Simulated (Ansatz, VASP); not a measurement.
**Two plane-wave programs on Sn3Se**

File INCAR:

```
SYSTEM = Sn3Se
  ALGO = Normal
  EDIFF = 1E-6
  ENCUT = 520
  GGA = PS
  ISIF = 2
  ISMEAR = 0
  LASPH = .TRUE.
  LCHARG = .FALSE.
  LREAL = .FALSE.
  LWAVE = .FALSE.
  NBANDS = 32
  NELM = 100
  PREC = Accurate
  SIGMA = 0.1
```

KPOINTS

```
k-points
0
G
  10 10 10
  0 0 0
```

Contents of POSCAR:

```
Sn3Se
1.0
    4.7318736353      0.0000000000      0.0000000000
    0.0000000000      4.7318736353      0.0000000000
    0.0000000000      0.0000000000      4.7318736353
Sn Se
3 1
Direct
    0.0000000000      0.5000000000      0.5000000000
    0.5000000000      0.0000000000      0.5000000000
    0.5000000000      0.5000000000      0.0000000000
    0.0000000000      0.0000000000      0.0000000000
```

Input for Ansatz:

```yaml
crystal:
  lattice:
    - [4.7318736353, 0.0, 0.0]
    - [0.0, 4.7318736353, 0.0]
    - [0.0, 0.0, 4.7318736353]
  atoms:
    - { symbol: Sn, position: [0.0, 0.5, 0.5] }
    - { symbol: Sn, position: [0.5, 0.0, 0.5] }
    - { symbol: Sn, position: [0.5, 0.5, 0.0] }
    - { symbol: Se, position: [0.0, 0.0, 0.0] }
basis:
  ecutwfc: 420
kpoints:
  mp_grid: { grid: [10, 10, 10] }
hamiltonian:
  xc: pbesol
scf:
  occupations: { method: gaussian, width: 0.1 }
output:
  forces: true
  stress: true
  eigenvalues: true
```

Alike in both runs: task single point; functional PBEsol; k mesh 10 × 10 × 10; occupations gaussian, width 0.1 eV; no spin polarisation.

|  | VASP | Ansatz |
| --- | --- | --- |
| version | VASP 6.6.1 | Ansatz 0.2.0 |
| potentials or method | VASP PAW PBE potentials, release 64 (Sn_d, Se), cutoff 520 eV | scalar-relativistic, plane waves, PAW |
| valence electrons in the cell | 48 | 58 |

```tsv
	VASP	Ansatz	Ansatz less VASP
gap on the k mesh at the Fermi level (eV)	none	none	-
pressure (GPa)	-2.3	-2.3	+0.02
```

VASP's potentials were made for PBE, not for PBEsol. A gap of «none» marks a metal or a gap that the smearing closes. VASP's potentials hold 48 valence electrons a cell and Ansatz's 58, so a difference there can come from the potentials and not from the codes.
